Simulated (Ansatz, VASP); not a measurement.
## Two plane-wave programs on WS2

File POSCAR:

```
WS2
1.0
    3.1404905896      0.0000000000      0.0000000000
   -1.5702452948      2.7197446309      0.0000000000
    0.0000000000      0.0000000000     16.7214879437
W S
1 2
Direct
    0.0000000000      0.0000000000      0.0000000000
    0.3333333333      0.6666666667      0.0920005100
    0.3333333333      0.6666666667      0.9079994900
```

The input INCAR.step1:

```
ALGO     = Normal         # electronic algorithm
EDIFF    = 1E-4           # SCF threshold, eV
ENCUT    = 520            # plane-wave cutoff, eV
GGA      = PE             # functional
ISMEAR   = -1             # smearing method
LASPH    = True           # aspherical terms in the spheres
LCHARG   = False          # write CHGCAR
LREAL    = False          # projectors in reciprocal space
LWAVE    = True           # write WAVECAR
NBANDS   = 20             # bands
NELM     = 80             # most SCF steps
PREC     = Accurate       # precision mode
SIGMA    = 0.05           # smearing width, eV
```

INCAR.step2

```
ALGO     = Normal         # electronic algorithm
EDIFF    = 1E-7           # SCF threshold, eV
ENCUT    = 520            # plane-wave cutoff, eV
ISIF     = 2              # what is computed and relaxed
ISMEAR   = -1             # smearing method
ISTART   = 1            
LASPH    = True           # aspherical terms in the spheres
LCHARG   = True           # write CHGCAR
LELF     = True           # ELF
LMIXTAU  = True         
LREAL    = False          # projectors in reciprocal space
LVHAR    = True         
LWAVE    = False          # write WAVECAR
METAGGA  = R2SCAN         # meta-GGA
NBANDS   = 20             # bands
NELM     = 80             # most SCF steps
PREC     = Accurate       # precision mode
SIGMA    = 0.05           # smearing width, eV
```

KPOINTS

```
k-points
0
Gamma
  10 10 2
```

input.yaml

```yaml
crystal:
  lattice:
    - [3.1404905896, 0.0, 0.0]
    - [-1.5702452948, 2.7197446309, 0.0]
    - [0.0, 0.0, 16.7214879437]
  atoms:
    - { symbol: W, position: [0.0, 0.0, 0.0] }
    - { symbol: S, position: [0.3333333333, 0.6666666667, 0.09200051] }
    - { symbol: S, position: [0.3333333333, 0.6666666667, 0.90799949] }
hamiltonian:
  xc: r2scan
  pseudopotentials: { kind: paw }
kpoints:
  mp_grid: { grid: [10, 10, 2] }
scf:
  occupations: { method: fermi_dirac, width: 0.05 }
output:
  forces: true
  stress: true
  eigenvalues: true
  write_density: true
  write_potential: true
  elf: true
  volumetric_format: npy
```

Alike in both runs: task single point; functional r2SCAN; k mesh 10 × 10 × 2; occupations fermi-dirac, width 0.05 eV; no spin polarisation.

```csv
,VASP,Ansatz
version,VASP 6.6.1,Ansatz 0.2.0
potentials or method,"VASP PAW PBE potentials, release 64 (W_sv, S)",Ansatz PAW
plane-wave cutoff (eV),520,500
valence electrons in the cell,26,26
```

```tsv
	VASP	Ansatz	Ansatz less VASP
gap on the k mesh at the Fermi level (eV)	2.23	2.22	-0.017
least direct gap on the mesh (eV)	2.41	2.41	-0.004
rms of the force components (eV/Å)	0.372	0.361	-0.0111
```

VASP's potentials were made for PBE, not for r2SCAN. Atom by atom the forces differ by 0.011 eV/Å (rms over components).

Neither program's run includes spin-orbit coupling.
